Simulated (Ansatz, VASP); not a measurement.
# Two plane-wave programs on Sn

```xyz
2
Lattice="0.0000 3.2456 3.3430 3.2456 0.0000 3.3430 3.2456 3.2456 0.0000" Properties=species:S:1:pos:R:3 pbc="T T T"
Sn    3.2456    3.2456    3.3430
Sn    4.8684    4.8684    5.0145
```

Change from the starting cell: strain +0.000 along x and y, +0.030 along z, atoms carried along.

Alike in both runs: task single point; functional PBEsol; k mesh 12 × 12 × 12; occupations gaussian, width 0.15 eV; no spin polarisation.

|  | VASP | Ansatz |
| --- | --- | --- |
| version | VASP 6.6.1 | Ansatz 0.2.0 |
| potentials or method | VASP PAW PBE potentials, release 64 (Sn_d), cutoff 520 eV | scalar-relativistic, plane waves, PAW |
| valence electrons in the cell | 28 | 28 |

Ansatz gave:

| Item | Value |
| --- | --- |
| gap on the k mesh at the Fermi level (eV) | none |
| pressure (GPa) | -0.3 |
| traceless stress, the component that is largest in VASP (GPa) | -0.61 |

Task: What did VASP give for the same quantities?

Result: gap on the k mesh at the Fermi level (eV): none; pressure (GPa): -0.4; traceless stress, the component that is largest in VASP (GPa): -0.61.

VASP's potentials were made for PBE, not for PBEsol. A gap of «none» marks a metal or a gap that the smearing closes.
